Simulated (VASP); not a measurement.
Crystal: AlTlP.

```
Al Tl P
1.0
     4.41031    0.00000    0.00000
    -2.20515    3.81944    0.00000
     0.00000    0.00000    7.36016
Al Tl P
2 2 2
Direct
  0.00000 0.00000 0.00000
  0.00000 0.00000 0.50000
  0.33333 0.66667 0.75000
  0.66667 0.33333 0.25000
  0.33333 0.66667 0.25000
  0.66667 0.33333 0.75000
```

* Program: VASP 6.6.1
* Task: relaxation of cell and atoms
* Functional: PBE
* Potentials or basis: VASP PAW PBE potentials, release 64 (Al, Tl_d, P)
* Cutoff: 600 eV
* k mesh: 6 × 6 × 4
* Occupations: gaussian, width 0.1 eV
* Spin: no spin polarisation

At the start: pressure 9.9 GPa; volume 20.66 Å³/atom.

**Question.** Where does the relaxation end?

**Answer.** Over 8 steps the energy falls by 253.4 meV/atom and the volume is 21.73 Å³/atom (+5.1 %); space group P6_3/mmc (No. 194, to 0.1 Å) before and after.

Step by step:
| step | energy change (eV) | largest force (eV/Å) | pressure (GPa) | volume (Å³) |
| --- | --- | --- | --- | --- |
| 1 | 0.0000 | 0.0000 | 9.87 | 123.98 |
| 2 | -1.0250 | 0.0000 | -1.69 | 147.84 |
| 3 | -1.0250 | 0.0000 | -1.66 | 147.71 |
| 4 | -1.1854 | 0.0000 | -1.65 | 144.22 |
| 5 | -1.5120 | 0.0000 | -0.54 | 133.01 |
| 6 | -1.5174 | 0.0000 | -0.22 | 131.66 |
| 7 | -1.5188 | 0.0000 | 0.65 | 128.92 |
| 8 | -1.5203 | 0.0000 | 0.13 | 130.35 |

Final structure:
```
CELL_PARAMETERS angstrom
4.96291 0.00000 0.00000
-2.48146 4.29801 0.00000
0.00000 0.00000 6.11107
ATOMIC_POSITIONS crystal
Al 0.00000 0.00000 0.00000
Al 0.00000 0.00000 0.50000
Tl 0.33333 0.66667 0.75000
Tl 0.66667 0.33333 0.25000
P 0.33333 0.66667 0.25000
P 0.66667 0.33333 0.75000
```

Caveat: the highest band is partly filled, so the run has too few bands; a cell axis changed by over 15 % at a fixed basis, so the end point is rough.
